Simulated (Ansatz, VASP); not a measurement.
**One calculation of Ag, two programs**

```xyz
1
Lattice="0.0000 2.0740 2.0740 2.0740 0.0000 2.0740 2.0740 2.0740 0.0000" Properties=species:S:1:pos:R:3 pbc="T T T"
Ag    0.0000    0.0000    0.0000
```

Alike in both runs: functional PBE; k mesh 18 × 18 × 18; occupations gaussian, width 0.1 eV; no spin polarisation.

Ansatz relaxed the structure, and its values are those at the end. VASP's run is a single point on that final structure, the one shown.

|  | VASP | Ansatz |
| --- | --- | --- |
| version | VASP 6.6.1 | Ansatz 0.2.0 |
| potentials or method | VASP PAW PBE potentials, release 64 (Ag), cutoff 500 eV | scalar-relativistic, plane waves, PAW |
| valence electrons in the cell | 11 | 19 |

|  | VASP | Ansatz | Ansatz less VASP |
| --- | --- | --- | --- |
| gap on the k mesh at the Fermi level (eV) | none | none | - |
| pressure (GPa) | -0.1 | 0.0 | +0.12 |

A gap of «none» marks a metal or a gap that the smearing closes. With one functional, cell and mesh, what is left measures potentials, basis and numerics. VASP's potentials hold 11 valence electrons a cell and Ansatz's 19, so a difference there can come from the potentials and not from the codes.
